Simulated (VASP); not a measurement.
Set up this calculation in VASP 6.6.1, as the native input.

- Task: single point
- Functional: PBEsol
- Potentials or basis: VASP PAW PBE potentials, release 64 (Cu)
- Cutoff: 520 eV
- k mesh: 24 × 24 × 24
- Occupations: gaussian, width 0.15 eV
- Spin: no spin polarisation
- Dipole correction: no
- Further INCAR settings: ALGO = Fast; EDIFF = 1e-06; NBANDS = 12

The structure of Cu lies in POSCAR:

```
Cu
1.0
    0.0000000000      2.1151944523      1.2640402047
    2.1151944523      0.0000000000      1.2640402047
    2.1151944523      2.1151944523      0.0000000000
Cu
1
Direct
    0.0000000000      0.0000000000      0.0000000000
```

One way to write it, as run:

INCAR

```
SYSTEM = Cu
PREC = Accurate
ENCUT = 520
EDIFF = 1E-6
ISMEAR = 0
SIGMA = 0.15
LREAL = .False.
LASPH = .True.
NELM = 80
ALGO = Fast
ISIF = 2
LWAVE = .False.
LCHARG = .False.
GGA = PS
NBANDS = 12
```

KPOINTS

```
Automatic mesh
0
Gamma
  24 24 24
  0 0 0
```

Potentials or basis: VASP PAW PBE potentials, release 64 (Cu).

Command:

```console
$ cat potpaw_PBE.64/Cu/POTCAR > POTCAR
$ mpirun -np 1 vasp_std > vasp.out
```

It gave:

```
Pressure               : 2.5 GPa
Band gap on the k mesh : zero (an odd number of electrons rules out a gap without spin polarisation)
```

Caveat: the PAW data sets were made with another functional, which shifts forces and pressure a little.

Run time: 2.3 min on 1 thread of AMD EPYC 7R43 64-Core Processor (Zen 3), on a shared host, peak memory 0.21 GiB.
